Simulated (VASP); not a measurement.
# Ti (Fm-3m) in VASP: further runs

The runs below take Ti through single point, with PBE.

All numbers are computed with VASP 6.6.1; they aren't measurements. Logs are shortened: lines on timing, memory, paths and dates and some standing lists are left out, and cuts for length are marked.

### 1 The cell of the first run

The structure is cubic, space group Fm-3m (No. 225). Conventional cell: a = 3.977 Å, b = 3.977 Å, c = 3.977 Å, α = 90.00°, β = 90.00°, γ = 90.00°. Ti (site symmetry m-3m) has 12 Ti at 2.81 Å within 3.7 Å.

This isn't the form of Ti at room conditions, which is hcp.

### 2 Single point, PBE

The input, INCAR:

```
PREC     = Accurate       # precision mode
ENCUT    = 500            # plane-wave cutoff, eV
EDIFF    = 1E-6           # SCF threshold, eV
ISMEAR   = 1              # smearing method
SIGMA    = 0.02           # smearing width, eV
LREAL    = False          # projectors in reciprocal space
LASPH    = True           # aspherical terms in the spheres
NELM     = 120            # most SCF steps
ALGO     = Normal         # electronic algorithm
ISIF     = 2              # what is computed and relaxed
LWAVE    = False          # write WAVECAR
LCHARG   = False          # write CHGCAR
GGA      = PE             # functional
NBANDS   = 12             # bands
GGA_COMPAT= False
```

The input, KPOINTS:

```
Automatic mesh
0
Gamma
  10 10 10
```

The input, POSCAR:

```
Ti
1.0
    0.0000000000      1.9885598007      1.9885598007
    1.9885598007      0.0000000000      1.9885598007
    1.9885598007      1.9885598007      0.0000000000
Ti
1
Direct
    0.0000000000      0.0000000000      0.0000000000
```

Potentials or basis: VASP PAW PBE potentials, release 64 (Ti_sv).

On the command line:

```bash
$ cat potpaw_PBE.64/Ti_sv/POTCAR > POTCAR
$ mpirun -np 1 vasp_std > vasp.out
```

OUTCAR:

```text
PREC = Accurate
   ENCUT = 500
   EDIFF = 1E-6
   ISMEAR = 1
   LREAL = False
   LASPH = True
   NELM = 120
   ISIF = 2
   GGA = PE

 ion  position               nearest neighbor table
   1  0.000  0.000  0.000-

  LATTYP: Found a face centered cubic cell.
 ALAT       =     3.9771196014

  Lattice vectors:

 A1 = (   0.0000000000,   1.9885598007,   1.9885598007)
 A2 = (   1.9885598007,   0.0000000000,   1.9885598007)
 A3 = (   1.9885598007,   1.9885598007,   0.0000000000)

Analysis of symmetry for initial positions (statically):
=====================================================================
 Subroutine PRICEL returns:
 Original cell was already a primitive cell.

 Routine SETGRP: Setting up the symmetry group for a
 face centered cubic supercell.

 Subroutine GETGRP returns: Found 48 space group operations
 (whereof 48 operations were pure point group operations)
 out of a pool of 48 trial point group operations.

The static configuration has the point symmetry O_h .

Analysis of symmetry for dynamics (positions and initial velocities):
=====================================================================
 Subroutine PRICEL returns:
 Original cell was already a primitive cell.

 Routine SETGRP: Setting up the symmetry group for a
 face centered cubic supercell.

 Subroutine GETGRP returns: Found 48 space group operations
 (whereof 48 operations were pure point group operations)
 out of a pool of 48 trial point group operations.

The dynamic configuration has the point symmetry O_h .

 Subroutine INISYM returns: Found 48 space group operations
 (whereof 48 operations are pure point group operations),
 and found     1 'primitive' translations

----------------------------------------------------------------------------------------

                                     Primitive cell

  volume of cell :      15.7270

  direct lattice vectors                    reciprocal lattice vectors
     0.000000000  1.988559801  1.988559801    -0.251438252  0.251438252  0.251438252
     1.988559801  0.000000000  1.988559801     0.251438252 -0.251438252  0.251438252
     1.988559801  1.988559801  0.000000000     0.251438252  0.251438252 -0.251438252

  length of vectors
     2.812248240  2.812248240  2.812248240     0.435503827  0.435503827  0.435503827

  position of ions in fractional coordinates (direct lattice)
     0.000000000  0.000000000  0.000000000

  ion indices of the primitive-cell ions
   primitive index   ion index
                 1           1

----------------------------------------------------------------------------------------

 KPOINTS: Automatic mesh

Automatic generation of k-mesh.
 Grid dimensions read from file:
 generate k-points for:   10   10   10

 Generating k-lattice:

  Cartesian coordinates                     Fractional coordinates (reciprocal lattice)
    -0.025143825  0.025143825  0.025143825     0.100000000  0.000000000  0.000000000
     0.025143825 -0.025143825  0.025143825     0.000000000  0.100000000  0.000000000
     0.025143825  0.025143825 -0.025143825     0.000000000  0.000000000  0.100000000

  Length of vectors
     0.043550383  0.043550383  0.043550383

  Shift w.r.t. Gamma in fractional coordinates (k-lattice)
     0.000000000  0.000000000  0.000000000

 Subroutine IBZKPT returns following result:
 ===========================================

 Found     47 irreducible k-points:

 Following reciprocal coordinates:
            Coordinates               Weight
  0.000000  0.000000  0.000000      1.000000
  0.100000  0.000000  0.000000      8.000000
  0.200000  0.000000  0.000000      8.000000
  0.300000  0.000000  0.000000      8.000000
  0.400000  0.000000  0.000000      8.000000
  0.500000  0.000000  0.000000      4.000000
[... 16 lines left out ...]
  0.300000  0.300000  0.000000      6.000000
  0.400000  0.300000  0.000000     24.000000
 [... further k-points ...]
   k-points           NKPTS =     47   k-points in BZ     NKDIM =     47   number of bands    NBANDS=     12
   number of dos      NEDOS =    301   number of ions     NIONS =      1
   total plane-waves  NPLWV =  13824
   dimension x,y,z NGX =    24 NGY =   24 NGZ =   24
   dimension x,y,z NGXF=    48 NGYF=   48 NGZF=   48
   ions per type =               1
   NGX,Y,Z   is equivalent  to a cutoff of  14.19, 14.19, 14.19 a.u.
   NGXF,Y,Z  is equivalent  to a cutoff of  28.38, 28.38, 28.38 a.u.
 SYSTEM =  unknown system
   PREC   = accura    normal or accurate (medium, high low for compatibility)
   ISTART =      0    job   : 0-new  1-cont  2-samecut
   ICHARG =      2    charge: 1-file 2-atom 10-const
   ISPIN  =      1    spin polarized calculation?
   LNONCOLLINEAR =      F non collinear calculations
   LSORBIT =      F    spin-orbit coupling
   LASPH  =      T    aspherical Exc in radial PAW
   ENCUT  =  500.0 eV  36.75 Ry    6.06 a.u.   5.13  5.13  5.13*2*pi/ulx,y,z
   NELM   =    120;   NELMIN=  2; NELMDL= -5     # of ELM steps
   EDIFF  = 0.1E-05   stopping-criterion for ELM
   LREAL  =      F    real-space projection
   EDIFFG = 0.1E-04   stopping-criterion for IOM
   NSW    =      0    number of steps for IOM
   IBRION =     -1    ionic relax: 0-MD 1-quasi-New 2-CG
   NFREE  =      0    steps in history (QN), initial steepest desc. (CG)
   ISIF   =      2    stress and relaxation
   ISYM   =      2    0-nonsym 1-usesym 2-fastsym
   POTIM  = 0.5000    time-step for ionic-motion
   TEBEG  =    0.0;   TEEND  =   0.0 temperature during run
   PSTRESS=    0.0 pullay stress
   NELECT =      12.0000    total number of electrons
   NUPDOWN=      -1.0000    fix difference up-down
   EMIN   =  10.00;   EMAX   =-10.00  energy-range for DOS
   EFERMI =   0.00;   METHOD = LEGACY
   ISMEAR =     1;   SIGMA  =   0.02  broadening in eV -4-tet -1-fermi 0-gaus
   EFERMI_NEDOS =   21; number of points for ismear=-14 and -15
   IALGO  =     38    algorithm
   IMIX   =      4    mixing-type and parameters
     AMIX     =   0.40;   BMIX     =  1.00
     AMIX_MAG =   1.60;   BMIX_MAG =  1.00
  volume/ion in A,a.u.               =      15.73       106.13
  Fermi-wavevector in a.u.,A,eV,Ry     =   1.495960  2.826954 30.448420  2.237896
  Thomas-Fermi vector in A             =   2.608038
   LORBIT       =      0    0 simple, 1 ext, 2 COOP (PROOUT), +10 PAW based schemes
   GGA     = PE    functional components
   LHFCALC =     F    Hartree Fock is set to
   AEXX    =    0.0000 exact exchange contribution
   IVDW    =     0    specifies the selected vdW correction
   LEPSILON=     F    determine dielectric tensor
   LRPA    =     F    only Hartree local field effects (RPA)
 non-spin polarized calculation
 Methfessel and Paxton  Order N= 1 SIGMA  =   0.02
  energy-cutoff  :      500.00
  volume of cell :       15.73
 maximum number of plane-waves:       411
 NGX is ok and might be reduce to    24
   NGX = 11   NGY = 11   NGZ = 11

 number of electron      11.9999998 magnetization

 Free energy of the ion-electron system (eV)
  ---------------------------------------------------
  ext. energy  EPLUGINS =         0.00000000
  ---------------------------------------------------
  free energy    TOTEN  =        -7.72270999 eV

  energy without entropy =       -7.72264800  energy(sigma->0) =       -7.72268932

 E-fermi :   9.2930     XC(G=0): -11.9723

 val. band max:        9.2852456171   @ k =  -0.2000   0.1000   0.0000
 cond. band min:       9.3153032798   @ k =   0.3000   0.0000   0.0000
 fundamental gap:      0.0300576627
 Fermi energy:         9.2930120076

 k-point     1 :       0.0000    0.0000    0.0000
  band No.  band energies     occupation
      1     -47.2227      2.00000
      2     -22.9475      2.00000
      3     -22.9475      2.00000
      4     -22.9475      2.00000
      5       2.9984      2.00000
      6      10.2566      0.00000
      7      10.2566      0.00000
      8      10.2566      0.00000
      9      12.1237      0.00000
     10      12.1237      0.00000
     11      25.1220      0.00000
     12      30.0895      0.00000

 k-point     2 :       0.1000    0.0000    0.0000
  band No.  band energies     occupation
      1     -47.2055      2.00000
      2     -23.0391      2.00000
      3     -22.9586      2.00000
      4     -22.9586      2.00000
      5       3.3508      2.00000
      6      10.0373      0.00000
      7      10.3811      0.00000
      8      10.3811      0.00000
      9      12.0443      0.00000
     10      12.0443      0.00000
     11      25.4408      0.00000
     12      28.0024      0.00000

 k-point     3 :       0.2000    0.0000    0.0000
  band No.  band energies     occupation
      1     -47.1604      2.00000
      2     -23.2748      2.00000
      3     -22.9876      2.00000
      4     -22.9876      2.00000
      5       4.3106      2.00000
      6       9.5720     -0.00000
      7      10.5639      0.00000
      8      10.5639      0.00000
      9      12.0329      0.00000
     10      12.0329      0.00000
     11      24.6754      0.00000
     12      26.2442      0.00000

 k-point     4 :       0.3000    0.0000    0.0000
  band No.  band energies     occupation
      1     -47.1041      2.00000
      2     -23.5588      2.00000
      3     -23.0233      2.00000
      4     -23.0233      2.00000
      5       5.5249      2.00000
      6       9.3153     -0.06659
      7      10.4481      0.00000
      8      10.4481      0.00000
      9      12.4749      0.00000
     10      12.4749      0.00000
     11      21.9933      0.00000
     12      25.6281      0.00000

 k-point     5 :       0.4000    0.0000    0.0000
  band No.  band energies     occupation
      1     -47.0581      2.00000
      2     -23.7829      2.00000
      3     -23.0519      2.00000
      4     -23.0519      2.00000
      5       6.3199      2.00000
      6       9.7416      0.00000
      7      10.2158      0.00000
      8      10.2158      0.00000
      9      13.0794      0.00000
     10      13.0794      0.00000
     11      19.6448      0.00000
     12      24.7366      0.00000
[... 228 lines left out ...]
      1     -47.0412      2.00000
      2     -23.6487      2.00000
      3     -23.2839      2.00000
      4     -23.0637      2.00000
      5       7.1214      2.00000
      6       8.9611      2.00000
      7       9.4160     -0.00000
      8      10.9704      0.00000
      9      12.2146      0.00000
     10      14.5108      0.00000
     11      20.8178      0.00000
     12      23.3429      0.00000

 k-point    22 :      -0.2000    0.2000    0.0000
  band No.  band energies     occupation
      1     -47.0847      2.00000
      2     -23.5124      2.00000
      3     -23.1978      2.00000
      4     -23.0183      2.00000
      5       6.0926      2.00000
      6       8.9888      2.00000
      7       9.9463      0.00000
      8      11.1798      0.00000
      9      11.4423      0.00000
     10      13.5619      0.00000
     11      23.2666      0.00000
     12      23.8547      0.00000

 k-point    23 :       0.3000    0.3000    0.0000
  band No.  band energies     occupation
      1     -47.0654      2.00000
      2     -23.5263      2.00000
      3     -23.1574      2.00000
      4     -23.1574      2.00000
      5       6.0622      2.00000
      6       8.1750      2.00000
      7      10.5488      0.00000
      8      12.0874      0.00000
      9      12.0874      0.00000
     10      12.8974      0.00000
     11      24.9023      0.00000
     12      25.2321      0.00000

 k-point    24 :       0.4000    0.3000    0.0000
  band No.  band energies     occupation
      1     -47.0291      2.00000
      2     -23.6445      2.00000
      3     -23.2226      2.00000
      4     -23.1927      2.00000
      5       6.5716      2.00000
      6       7.9164      2.00000
      7      10.4710      0.00000
      8      12.2438      0.00000
      9      13.1656      0.00000
     10      13.2859      0.00000
     11      22.6712      0.00000
     12      23.9309      0.00000

 [... further k-points ...]

------------------------ aborting loop because EDIFF is reached ----------------------------------------

  FORCE on cell =-STRESS in cart. coord.  units (eV):
  Direction    XX          YY          ZZ          XY          YZ          ZX
  --------------------------------------------------------------------------------------
  -------------------------------------------------------------------------------------
  Total        1.1930183      1.1930183      1.1930183      0.0000000      0.0000000      0.0000000
  in kB      121.5379024    121.5379024    121.5379024      0.0000000      0.0000000      0.0000000
  external PRESSURE =     121.5379024 kB  Pullay stress =       0.0000000 kB

 VOLUME and BASIS-vectors are now :
 -----------------------------------------------------------------------------
  energy-cutoff  :      500.00
  volume of cell :       15.73
      direct lattice vectors                 reciprocal lattice vectors
     0.000000000  1.988559801  1.988559801    -0.251438252  0.251438252  0.251438252
     1.988559801  0.000000000  1.988559801     0.251438252 -0.251438252  0.251438252
     1.988559801  1.988559801  0.000000000     0.251438252  0.251438252 -0.251438252

 POSITION                                       TOTAL-FORCE (eV/Angst)
 -----------------------------------------------------------------------------------
      0.00000      0.00000      0.00000         0.000000     -0.000000      0.000000
 -----------------------------------------------------------------------------------
    total drift:                               -0.000000      0.000000     -0.000000

  FREE ENERGIE OF THE ION-ELECTRON SYSTEM (eV)
  ---------------------------------------------------
  free  energy   TOTEN  =        -7.7227099857 eV

  energy  without entropy=       -7.7226480024  energy(sigma->0) =       -7.72268932
```

Wall time 6.7 s (1 thread of Intel Xeon Platinum 8375C at 2.90GHz (Ice Lake), shared host); peak memory 0.13 GiB.

What came out:

```yaml
Free_energy: -7.7227 eV
Pressure: 12.2 GPa
Band_gap_on_the_k_mesh: zero (bands 6 and 7 overlap by 1.22 eV)
```

Levels at points of the mesh, in eV from the Fermi level:
```tsv
k point	band 4	band 5	band 6	band 7	band 8	band 9
(0.00, 0.00, 0.00)	-32.24	-6.29	0.96	0.96	0.96	2.83
(0.50, 0.00, 0.00)	-32.36	-2.79	0.82	0.82	0.94	4.06
(0.50, 0.50, 0.00)	-32.56	-2.91	-1.97	3.37	4.05	4.38
```

Caveat: the cell stands under pressure.

### 3 Single point, PBE

This run uses another cell than the first one, of 16.06 Å³/atom.

The input, INCAR:

```
SYSTEM = Ti
  ALGO = Normal
  EDIFF = 1E-6
  ENCUT = 500
  GGA = PE
  GGA_COMPAT = .FALSE.
  ISIF = 2
  ISMEAR = 1
  LASPH = .TRUE.
  LCHARG = .TRUE.
  LELF = .TRUE.
  LREAL = .FALSE.
  LVHAR = .TRUE.
  LWAVE = .FALSE.
  NBANDS = 12
  NELM = 120
  PREC = Accurate
  SIGMA = 0.02
```

The input, KPOINTS:

```
k-points
0
G
  10 10 10
  0 0 0
```

The input, POSCAR:

```
Ti
1.0
    0.0000000000      2.0025642044      2.0025642044
    2.0025642044      0.0000000000      2.0025642044
    2.0025642044      2.0025642044      0.0000000000
Ti
1
Direct
    0.0000000000      0.0000000000      0.0000000000
```

Potentials or basis: VASP PAW PBE potentials, release 64 (Ti_sv).

On the command line:

```bash
$ cat potpaw_PBE.64/Ti_sv/POTCAR > POTCAR
$ mpirun -np 1 vasp_std > vasp.out
```

It took 7.4 s on 1 thread of Intel Xeon Platinum 8375C at 2.90GHz (Ice Lake), shared host; peak memory 0.14 GiB.

Results (log left out):

- Free energy: -7.7450 eV
- Pressure: 9.1 GPa
- Band gap on the k mesh: zero (bands 6 and 7 overlap by 1.20 eV)

Levels at points of the mesh, in eV from the Fermi level:
| k point | band 3 | band 4 | band 5 | band 6 | band 7 | band 8 | band 9 | band 10 |
| --- | --- | --- | --- | --- | --- | --- | --- | --- |
| (0.00, 0.00, 0.00) | -32.31 | -32.31 | -6.26 | 0.94 | 0.94 | 0.94 | 2.76 | 2.76 |
| (0.50, 0.00, 0.00) | -32.42 | -32.42 | -2.75 | 0.81 | 0.81 | 0.86 | 3.95 | 3.95 |
| (0.50, 0.50, 0.00) | -32.61 | -32.61 | -2.84 | -1.91 | 3.24 | 3.95 | 4.26 | 4.26 |

Caveat: the cell stands under pressure.

### 4 Single point, PBE

This run uses another cell than the first one, of 16.40 Å³/atom.

The input, INCAR:

```
SYSTEM = Ti
ALGO = Normal
EDIFF = 1E-6
ENCUT = 500
GGA = PE
GGA_COMPAT = .False.
ISIF = 2
ISMEAR = 1
LASPH = .True.
LCHARG = .True.
LELF = .True.
LREAL = .False.
LVHAR = .True.
LWAVE = .False.
NBANDS = 12
NELM = 120
PREC = Accurate
SIGMA = 0.02
```

The input, KPOINTS:

```
k-points
0
Gamma
  10 10 10
  0 0 0
```

The input, POSCAR:

```
Ti
1.0
    0.0000000000      2.0163754284      2.0163754284
    2.0163754284      0.0000000000      2.0163754284
    2.0163754284      2.0163754284      0.0000000000
Ti
1
Direct
    0.0000000000      0.0000000000      0.0000000000
```

On the command line:

```bash
$ cat potpaw_PBE.64/Ti_sv/POTCAR > POTCAR
$ mpirun -np 1 vasp_std > vasp.out
```

Wall time 8.1 s (1 thread of Intel Xeon Platinum 8375C at 2.90GHz (Ice Lake), shared host); peak memory 0.14 GiB.

It converged, with:

| Property | Result |
| --- | --- |
| Free energy | -7.7612 eV |
| Pressure | 6.3 GPa |
| Band gap on the k mesh | zero (bands 6 and 7 overlap by 1.19 eV) |

Levels at points of the mesh, in eV from the Fermi level:
```tsv
k point	band 4	band 5	band 6	band 7	band 8	band 9
(0.00, 0.00, 0.00)	-32.38	-6.23	0.93	0.93	0.93	2.69
(0.50, 0.00, 0.00)	-32.48	-2.71	0.79	0.80	0.80	3.85
(0.50, 0.50, 0.00)	-32.66	-2.77	-1.86	3.12	3.84	4.15
```

Caveat: the cell stands under pressure.

### 5 Overview

| cell | gap on the mesh (eV) | pressure (GPa) |
| --- | --- | --- |
| a = 2.812 Å, angles 60.0°, 1 atom | none | 12.2 |
| a = 2.832 Å, angles 60.0°, 1 atom | none | 9.1 |
| a = 2.852 Å, angles 60.0°, 1 atom | none | 6.3 |

Alike in all rows: task single point; level PBE; potentials or basis VASP PAW PBE potentials, release 64 (Ti_sv); no spin polarisation; k mesh 10 × 10 × 10; cutoff (eV) 500; smearing methfessel-paxton 0.02 eV.

Caveats: the cell stands under pressure.

Absolute energies hang on the potentials; compare differences alone.
